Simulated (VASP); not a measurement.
InAs:

```
In As
1.0
     0.00000    2.87730    2.87730
     2.87730    0.00000    2.87730
     2.87730    2.87730    0.00000
In As
1 1
Direct
  0.50000 0.50000 0.50000
  0.00000 0.00000 0.00000
```

- Program: VASP 6.6.1
- Task: relaxation of cell and atoms
- Functional: PBE
- Dispersion: D4
- Potentials or basis: VASP PAW PBE potentials, release 64 (In_d, As)
- Cutoff: 600 eV
- k mesh: 8 × 8 × 8
- Occupations: fermi-dirac, width 0.05 eV
- Spin: no spin polarisation

At the start: pressure -2.6 GPa; volume 23.82 Å³/atom.

How do energy, volume and symmetry change on relaxing?

Over 3 steps the energy falls by 8.2 meV/atom and the volume is 22.85 Å³/atom (-4.1 %); space group Fm-3m (No. 225, to 0.1 Å) before and after.

The path:
```csv
step,energy change (eV),largest force (eV/Å),pressure (GPa),volume (Å³)
1,0.0000,0.0000,-2.62,47.64
2,-0.0140,0.0000,1.12,45.01
3,-0.0164,0.0000,0.04,45.71
```

Final structure:
```
In As
1.0
     0.00000    2.83785    2.83785
     2.83785    0.00000    2.83785
     2.83785    2.83785    0.00000
In As
1 1
Direct
  0.50000 0.50000 0.50000
  0.00000 0.00000 0.00000
```
